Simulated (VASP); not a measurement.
A run of VASP 6.6.1:

File INCAR:

```
PREC = Accurate
ENCUT = 520
EDIFF = 1E-6
ISMEAR = -1
SIGMA = 0.13605693000000002
LREAL = False
LASPH = True
NELM = 80
ALGO = Normal
ISIF = 2
LWAVE = False
LCHARG = False
NBANDS = 12
```

File KPOINTS:

```
Automatic mesh
0
Gamma
  15 15 15
```

File POSCAR:

```
Mn
1.0
    2.2313018333      0.0000000000      0.0000000000
    0.0000000000      2.2313018333      0.0000000000
    0.0000000000      0.0000000000      2.2313018333
Mn
1
Direct
    0.0000000000      0.0000000000      0.0000000000
```

Potentials or basis: VASP PAW LDA potentials, release 64 (Mn_pv).

Command:

```bash
$ cat potpaw_LDA.64/Mn_pv/POTCAR > POTCAR
$ mpirun -np 1 vasp_std > vasp.out
```

Hardware: 1 thread of Intel(R) Xeon(R) Platinum 8488C (Sapphire Rapids), on a shared host.

Q: Estimate the wall time of this run.

A: Run time: 9.1 s on 1 thread of Intel(R) Xeon(R) Platinum 8488C (Sapphire Rapids) (shared host), peak memory 0.12 GiB. Counts: scf iterations 11, k points 120.
